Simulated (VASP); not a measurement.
# BN (P6_3mc) in VASP: a series of runs, part 2 of 2

VASP 6.6.1. The steps go on from the part before.

## Step 4: Single point, LDA (volume scaled by 1.04)

Input file INCAR:

```
SYSTEM = BN
  ALGO = Normal
  EDIFF = 1E-6
  ENCUT = 520
  GGA = CA
  ISIF = 2
  ISMEAR = -1
  LASPH = .True.
  LCHARG = .True.
  LELF = .True.
  LREAL = .False.
  LVHAR = .True.
  LWAVE = .False.
  NBANDS = 16
  NELM = 60
  PREC = Accurate
  SIGMA = 0.05
```

Input file KPOINTS:

```
k-points
0
Gamma
  12 12 6
  0 0 0
```

Input file POSCAR:

```
BN
1.0
    2.5875479243      0.0000000000      0.0000000000
   -1.2937739622      2.2408822359      0.0000000000
    0.0000000000      0.0000000000      4.2824778918
N B
2 2
Direct
    0.3333333333      0.6666666667      0.1252760000
    0.6666666667      0.3333333333      0.6252760000
    0.3333333333      0.6666666667      0.4997240000
    0.6666666667      0.3333333333      0.9997240000
```

Potentials or basis: VASP PAW LDA potentials, release 64 (N, B).

Launch:

```bash
> cat potpaw_LDA.64/N/POTCAR potpaw_LDA.64/B/POTCAR > POTCAR
> mpirun -np 1 vasp_std > vasp.out
```

OUTCAR:

```text
SYSTEM = BN
   EDIFF = 1E-6
   ENCUT = 520
   GGA = CA
   ISIF = 2
   ISMEAR = -1
   LASPH = .True.
   LREAL = .False.
   NELM = 60
   PREC = Accurate

 ion  position               nearest neighbor table
   1  0.333  0.667  0.125-   4 1.59   4 1.59   4 1.59   3 1.60
   2  0.667  0.333  0.625-   3 1.59   3 1.59   3 1.59   4 1.60
   3  0.333  0.667  0.500-   2 1.59   2 1.59   2 1.59   1 1.60
   4  0.667  0.333  1.000-   1 1.59   1 1.59   1 1.59   2 1.60

  LATTYP: Found a hexagonal cell.
 ALAT       =     2.5875479243
 C/A-ratio  =     1.6550332659

  Lattice vectors:

 A1 = (   2.5875479243,   0.0000000000,   0.0000000000)
 A2 = (  -1.2937739622,   2.2408822359,   0.0000000000)
 A3 = (   0.0000000000,   0.0000000000,   4.2824778918)

Analysis of symmetry for initial positions (statically):
=====================================================================
 Subroutine PRICEL returns:
 Original cell was already a primitive cell.

 Routine SETGRP: Setting up the symmetry group for a
 hexagonal supercell.

 Subroutine GETGRP returns: Found 12 space group operations
 (whereof  6 operations were pure point group operations)
 out of a pool of 24 trial point group operations.
[... 165 lines left out ...]
  free energy    TOTEN  =       -38.60859004 eV

  energy without entropy =      -38.60859004  energy(sigma->0) =      -38.60859004

 E-fermi :   7.9271     XC(G=0): -12.8591

 val. band max:        6.9287873637   @ k =   0.0000   0.0000   0.0000
 cond. band min:      11.9467645460   @ k =   0.3333   0.3333   0.0000
 fundamental gap:      5.0179771823
 Fermi energy:         7.9271457850

 k-point     1 :       0.0000    0.0000    0.0000
  band No.  band energies     occupation
      1     -12.7562      2.00000
      2      -8.7716      2.00000
      3      -3.5613      2.00000
      4       4.9045      2.00000
      5       4.9045      2.00000
      6       6.6624      2.00000
[... 433 lines left out ...]
      3      -1.5373      2.00000
      4      -0.1444      2.00000
      5       1.1819      2.00000
      6       2.8298      2.00000
[... 8 lines left out ...]
     15      22.1462      0.00000
     16      22.3461      0.00000

 [... further k-points ...]
[... 5 lines left out ...]
  --------------------------------------------------------------------------------------
  -------------------------------------------------------------------------------------
  Total       -3.9751936     -3.9751936     -4.0663836      0.0000000      0.0000000     -0.0000000
  in kB     -256.4875595   -256.4875594   -262.3713201      0.0000000      0.0000000     -0.0000000
  external PRESSURE =    -258.4488130 kB  Pullay stress =       0.0000000 kB

 VOLUME and BASIS-vectors are now :
 -----------------------------------------------------------------------------
  energy-cutoff  :      520.00
  volume of cell :       24.83
      direct lattice vectors                 reciprocal lattice vectors
     2.587547924  0.000000000  0.000000000     0.386466272  0.223126406  0.000000000
    -1.293773962  2.240882236  0.000000000     0.000000000  0.446252812  0.000000000
     0.000000000  0.000000000  4.282477892     0.000000000  0.000000000  0.233509670

 POSITION                                       TOTAL-FORCE (eV/Angst)
 -----------------------------------------------------------------------------------
     -0.00000      1.49392      0.53649         0.000000     -0.000000     -0.049340
      1.29377      0.74696      2.67773        -0.000000      0.000000     -0.049340
     -0.00000      1.49392      2.14006        -0.000000     -0.000000      0.049340
      1.29377      0.74696      4.28130        -0.000000     -0.000000      0.049340
 -----------------------------------------------------------------------------------
    total drift:                               -0.000000      0.000000      0.000423

  FREE ENERGIE OF THE ION-ELECTRON SYSTEM (eV)
  ---------------------------------------------------
  free  energy   TOTEN  =       -38.6085900351 eV

  energy  without entropy=      -38.6085900351  energy(sigma->0) =      -38.60859004
```

OSZICAR:

```text
N       E                     dE             d eps       ncg     rms          rms(c)
DAV:   1     0.318932364007E+02    0.31893E+02   -0.82372E+03  2432   0.963E+02
DAV:   2    -0.385985059495E+02   -0.70492E+02   -0.65911E+02  3560   0.210E+02
DAV:   3    -0.407040636803E+02   -0.21056E+01   -0.20986E+01  2704   0.327E+01
DAV:   4    -0.407087445193E+02   -0.46808E-02   -0.46804E-02  2968   0.186E+00
DAV:   5    -0.407087578722E+02   -0.13353E-04   -0.13353E-04  2720   0.899E-02    0.885E+00
DAV:   6    -0.388437929536E+02    0.18650E+01   -0.24446E+00  2864   0.138E+01    0.399E+00
DAV:   7    -0.386701136250E+02    0.17368E+00   -0.22744E-01  3048   0.371E+00    0.249E+00
DAV:   8    -0.386102938696E+02    0.59820E-01   -0.80235E-02  2960   0.198E+00    0.262E-01
DAV:   9    -0.386086286066E+02    0.16653E-02   -0.25722E-03  2712   0.494E-01    0.129E-01
DAV:  10    -0.386085907883E+02    0.37818E-04   -0.18171E-04  3136   0.111E-01    0.168E-02
DAV:  11    -0.386085902420E+02    0.54628E-06   -0.12757E-05  2800   0.311E-02    0.110E-02
DAV:  12    -0.386085900351E+02    0.20692E-06   -0.14191E-06  1480   0.104E-02
   1 F= -.38608590E+02 E0= -.38608590E+02  d E =-.130308E-10
```

Wall time 31 s (1 thread of Intel Xeon 8259CL, shared host); peak memory 0.14 GiB.

What came out:

```yaml
Free_energy: -38.6086 eV
Pressure: -25.8 GPa
Largest_force: 0.049 eV/Å
Band_gap_on_the_k_mesh: 5.02 eV, indirect (least direct gap 7.91 eV)
```

Forces in eV/Å, atoms in the order of the input:
```
N    0.000  0.000 -0.049
N    0.000  0.000 -0.049
B    0.000  0.000  0.049
B    0.000  0.000  0.049
```

Levels at points of the mesh, in eV from the valence-band top:
```
           k point  band 4  band 5  band 6  band 7  band 8  band 9  band 10  band 11  band 12  band 13
(0.00, 0.00, 0.00)   -2.02   -2.02   -0.27    0.00    0.00    8.04     8.04     8.19     9.01    10.09
(0.50, 0.00, 0.00)   -7.50   -6.63   -4.76   -4.22   -2.02    6.43     7.65    10.20    10.94    12.27
(0.00, 0.00, 0.50)   -5.50   -1.12   -1.12   -1.12   -1.12    9.01     9.01     9.53     9.53     9.53
(0.50, 0.00, 0.50)   -9.62   -3.60   -3.60   -3.42   -3.42    6.30     6.30     9.63     9.63    13.62
```

## Step 5: Single point, PBEsol (volume scaled by 1.02)

Input file INCAR:

```
SYSTEM = BN
ALGO = Normal ; EDIFF = 1E-6
ENCUT = 520 ; GGA = PS
ISIF = 2 ; ISMEAR = -1
LASPH = .True. ; LCHARG = .False.
LREAL = .False. ; LWAVE = .False.
NBANDS = 16 ; NELM = 100
PREC = Accurate ; SIGMA = 0.05
```

KPOINTS is that of step 4.

Input file POSCAR:

```
BN
1.0
    2.5708536019      0.0000000000      0.0000000000
   -1.2854268010      2.2264245287      0.0000000000
    0.0000000000      0.0000000000      4.2548482330
N B
2 2
Direct
    0.3333333333      0.6666666667      0.1252760000
    0.6666666667      0.3333333333      0.6252760000
    0.3333333333      0.6666666667      0.4997240000
    0.6666666667      0.3333333333      0.9997240000
```

Potentials or basis: VASP PAW PBE potentials, release 64 (N, B).

Launch:

```bash
> cat potpaw_PBE.64/N/POTCAR potpaw_PBE.64/B/POTCAR > POTCAR
> mpirun -np 1 vasp_std > vasp.out
```

Run time: 32 s. Hardware: 1 thread of Intel Xeon 8259CL, shared host; peak memory 0.15 GiB.

The run converged. Its results:

```
Free energy            : -36.5950 eV
Pressure               : -12.4 GPa
Largest force          : 0.025 eV/Å
Band gap on the k mesh : 5.00 eV, indirect (least direct gap 8.05 eV)
```

Forces on the atoms (eV/Å):
```
N    0.000  0.000 -0.025
N    0.000  0.000 -0.025
B    0.000  0.000  0.025
B    0.000  0.000  0.025
```

Stress tensor (GPa, compression positive):
```
-12.14   0.00   0.00
  0.00 -12.14   0.00
  0.00   0.00 -12.85
```

Levels at points of the mesh, in eV from the valence-band top:
| k point | band 5 | band 6 | band 7 | band 8 | band 9 | band 10 | band 11 | band 12 |
| --- | --- | --- | --- | --- | --- | --- | --- | --- |
| (0.00, 0.00, 0.00) | -2.07 | -0.27 | 0.00 | 0.00 | 8.19 | 8.19 | 8.34 | 9.12 |
| (0.50, 0.00, 0.00) | -6.79 | -4.87 | -4.33 | -2.06 | 6.46 | 7.71 | 10.36 | 11.08 |
| (0.00, 0.00, 0.50) | -1.14 | -1.14 | -1.14 | -1.14 | 9.15 | 9.15 | 9.71 | 9.71 |
| (0.50, 0.00, 0.50) | -3.68 | -3.68 | -3.50 | -3.50 | 6.33 | 6.33 | 9.73 | 9.73 |

Caveat: the PAW data sets were made with another functional, which shifts forces and pressure a little.

## Step 6: Single point, LDA (volume scaled by 1.06)

Input file INCAR:

```
PREC = Accurate
ENCUT = 520
EDIFF = 1E-7
ISMEAR = -1
SIGMA = 0.05
LREAL = False
LASPH = True
NELM = 80
ALGO = Normal
ISIF = 2
LWAVE = False
LCHARG = False
NBANDS = 16
```

Input file KPOINTS:

```
regular mesh
0
Gamma
  12 12 6
```

Input file POSCAR:

```
BN
1.0
    2.6040295656      0.0000000000      0.0000000000
   -1.3020147828      2.2551557560      0.0000000000
    0.0000000000      0.0000000000      4.3097555565
N B
2 2
Direct
    0.3333333333      0.6666666667      0.1252760000
    0.6666666667      0.3333333333      0.6252760000
    0.3333333333      0.6666666667      0.4997240000
    0.6666666667      0.3333333333      0.9997240000
```

Potentials or basis: VASP PAW LDA potentials, release 64 (N, B).

Launch:

```bash
> cat potpaw_LDA.64/N/POTCAR potpaw_LDA.64/B/POTCAR > POTCAR
> mpirun -np 1 vasp_std > vasp.out
```

Run time: 34 s. Hardware: 1 thread of Intel Xeon 8259CL, shared host; peak memory 0.14 GiB.

Results (log left out):

```yaml
Free_energy: -38.5238 eV
Pressure: -31.4 GPa
Largest_force: 0.062 eV/Å
Band_gap_on_the_k_mesh: 5.04 eV, indirect (least direct gap 7.82 eV)
```

Forces on the atoms (eV/Å):
```
N    0.000  0.000 -0.062
N    0.000  0.000 -0.062
B    0.000  0.000  0.062
B    0.000  0.000  0.062
```

Stress tensor (GPa, compression positive):
```
-31.21   0.00   0.00
  0.00 -31.21   0.00
  0.00   0.00 -31.86
```

Levels at points of the mesh, in eV from the valence-band top:
```tsv
k point	band 6	band 7	band 8	band 9	band 10	band 11
(0.00, 0.00, 0.00)	-0.26	0.00	0.00	7.96	7.96	8.07
(0.50, 0.00, 0.00)	-4.67	-4.13	-1.98	6.36	7.58	10.10
(0.00, 0.00, 0.50)	-1.10	-1.10	-1.10	8.83	8.83	9.43
(0.50, 0.00, 0.50)	-3.53	-3.36	-3.36	6.22	6.22	9.50
```

 A k mesh can miss the band edges.

## Step 7: Overview

| level | potentials or basis | cell | gap on the mesh (eV) | pressure (GPa) | largest force (eV/Å) |
| --- | --- | --- | --- | --- | --- |
| LDA | VASP PAW LDA potentials, release 64 (N, B) | a = 2.502, b = 2.502, c = 4.141 Å, angles 90.0, 90.0, 120.0°, 4 atoms | 4.86 | 11.8 | 0.03 |
| LDA | VASP PAW LDA potentials, release 64 (N, B) | a = 2.519, b = 2.519, c = 4.170 Å, angles 90.0, 90.0, 120.0°, 4 atoms | 4.90 | 2.7 | 0.01 |
| LDA | VASP PAW LDA potentials, release 64 (N, B) | a = 2.588, b = 2.588, c = 4.282 Å, angles 90.0, 90.0, 120.0°, 4 atoms | 5.02 | -25.8 | 0.05 |
| PBEsol | VASP PAW PBE potentials, release 64 (N, B) | a = 2.571, b = 2.571, c = 4.255 Å, angles 90.0, 90.0, 120.0°, 4 atoms | 5.00 | -12.4 | 0.02 |
| LDA | VASP PAW LDA potentials, release 64 (N, B) | a = 2.604, b = 2.604, c = 4.310 Å, angles 90.0, 90.0, 120.0°, 4 atoms | 5.04 | -31.4 | 0.06 |

Alike in all rows: task single point; no spin polarisation; k mesh 12 × 12 × 6; cutoff (eV) 520; smearing fermi-dirac 0.05 eV.

Caveats: the PAW data sets were made with another functional, which shifts forces and pressure a little (some runs).

Total energies depend on the potentials used, so only differences within one code and one set of settings carry meaning.
